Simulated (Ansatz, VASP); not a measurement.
**One calculation of AlGaN2, two programs**

```xyz
4
Lattice="2.9704 0.0000 0.0000 0.0000 2.9704 0.0000 0.0000 0.0000 5.0144" Properties=species:S:1:pos:R:3 pbc="T T T"
Al    1.4852    1.4852    2.5072
Ga    0.0000    0.0000    0.0000
N     1.4852    0.0000    3.7201
N     0.0000    1.4852    1.2943
```

Alike in both runs: functional LDA; k mesh 8 × 8 × 6; occupations gaussian, width 0.05 eV; no spin polarisation.

Ansatz relaxed the structure, and its values are those at the end. VASP's run is a single point on that final structure, the one shown.

|  | VASP | Ansatz |
| --- | --- | --- |
| version | VASP 6.6.1 | Ansatz 0.2.0 |
| potentials or method | VASP PAW LDA potentials, release 64 (Al, Ga_d, N), cutoff 520 eV | scalar-relativistic, plane waves, PAW |
| valence electrons in the cell | 26 | 26 |

```csv
,VASP,Ansatz,Ansatz less VASP
gap on the k mesh at the Fermi level (eV),2.16,2.15,-0.008
least direct gap on the mesh (eV),2.19,2.18,-0.008
pressure (GPa),-8.3,-9.1,-0.73
rms of the force components (eV/Å),0.014,0.000,-0.0138
```

Ansatz warns that its potentials were made for another functional, while VASP's fit it. LDA's correlation is that of Perdew and Zunger in VASP and of Perdew and Wang (1992) in Ansatz. Ansatz's warnings: stress scf threshold loose.
